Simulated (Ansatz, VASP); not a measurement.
# CdH: VASP beside Ansatz

INCAR

```
ALGO = Normal ; EDIFF = 1E-6
EDIFFG = -0.01 ; ENCUT = 600
GGA = PE ; IBRION = 2
ISIF = 3 ; ISMEAR = 0
LASPH = T ; LCHARG = F
LREAL = F ; LWAVE = F
NELM = 60 ; NSW = 100
PREC = Accurate ; SIGMA = 0.1
```

Contents of KPOINTS:

```
k-points
0
Gamma
  20 20 20
```

The input POSCAR:

```
CdH
1.0
    0.0000000000      2.4769340620      2.4769340620
    2.4769340620      0.0000000000      2.4769340620
    2.4769340620      2.4769340620      0.0000000000
Cd H
1 1
Direct
    0.0000000000      0.0000000000      0.0000000000
    0.5000000000      0.5000000000      0.5000000000
```

Input for Ansatz:

```yaml
crystal:
  lattice:
    - [0.0, 2.476934062, 2.476934062]
    - [2.476934062, 0.0, 2.476934062]
    - [2.476934062, 2.476934062, 0.0]
  atoms:
    - { symbol: Cd, position: [0.0, 0.0, 0.0] }
    - { symbol: H, position: [0.5, 0.5, 0.5] }
basis:
  ecutwfc: 420
kpoints:
  mp_grid: { grid: [20, 20, 20] }
hamiltonian:
  xc: pbe
scf:
  occupations: { method: gaussian, width: 0.1 }
output:
  forces: true
  stress: true
  eigenvalues: true
relax:
  adjacent_minimum: "off"
  f_tol: 0.01
  max_steps: 80
  cell: { stress_tol: 0.05 }
```

Alike in both runs: task relaxation of cell and atoms; functional PBE; k mesh 20 × 20 × 20; occupations gaussian, width 0.1 eV; no spin polarisation.

|  | VASP | Ansatz |
| --- | --- | --- |
| version | VASP 6.6.1 | Ansatz 0.2.0 |
| potentials or method | VASP PAW PBE potentials, release 64 (Cd, H), cutoff 600 eV | scalar-relativistic, plane waves, PAW |
| valence electrons in the cell | 13 | 21 |

```csv
,VASP,Ansatz,Ansatz less VASP
"gap on the k mesh at the Fermi level, each at its own relaxed structure (eV)",none,none,-
relaxed volume (Å³/atom),14.05,14.03,-0.029
relaxed cell length with the largest relative difference (Å),3.413,3.411,-0.0023
```

A gap of «none» marks a metal or a gap that the smearing closes. VASP's potentials hold 13 valence electrons a cell and Ansatz's 21, so a difference there can come from the potentials and not from the codes.
